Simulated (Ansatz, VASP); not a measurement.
## One calculation of Pt, two programs

```xyz
5
Lattice="2.8073 0.0000 0.0000 -1.4036 2.4312 0.0000 0.0000 0.0000 24.1686" Properties=species:S:1:pos:R:3 pbc="T T T"
Pt    1.4036    0.8104    7.5000
Pt    0.0000    1.6208    9.7921
Pt    0.0000    0.0000   12.0843
Pt    1.4036    0.8104   14.3764
Pt    0.0000    1.6208   16.6686
```

Alike in both runs: task single point; functional PBE; k mesh 2 × 2 × 1; occupations gaussian, width 0.1 eV; no spin polarisation.

|  | VASP | Ansatz |
| --- | --- | --- |
| version | VASP 6.6.1 | Ansatz 0.2.0 |
| potentials or method | VASP PAW PBE potentials, release 64 (Pt), cutoff 520 eV | scalar-relativistic, plane waves, PAW |
| valence electrons in the cell | 50 | 90 |

|  | VASP | Ansatz | Ansatz less VASP |
| --- | --- | --- | --- |
| gap on the k mesh at the Fermi level (eV) | none | none | - |
| rms of the force components (eV/Å) | 0.062 | 0.073 | +0.0112 |

Atom by atom the forces differ by 0.018 eV/Å (rms over components). A gap of «none» marks a metal or a gap that the smearing closes. The functional is the same, so the differences come from potentials, cutoffs and numerics. VASP's potentials hold 50 valence electrons a cell and Ansatz's 90, so a difference there can come from the potentials and not from the codes.

The k mesh is coarse, so the values compare programs but aren't converged. Neither program's run includes spin-orbit coupling.
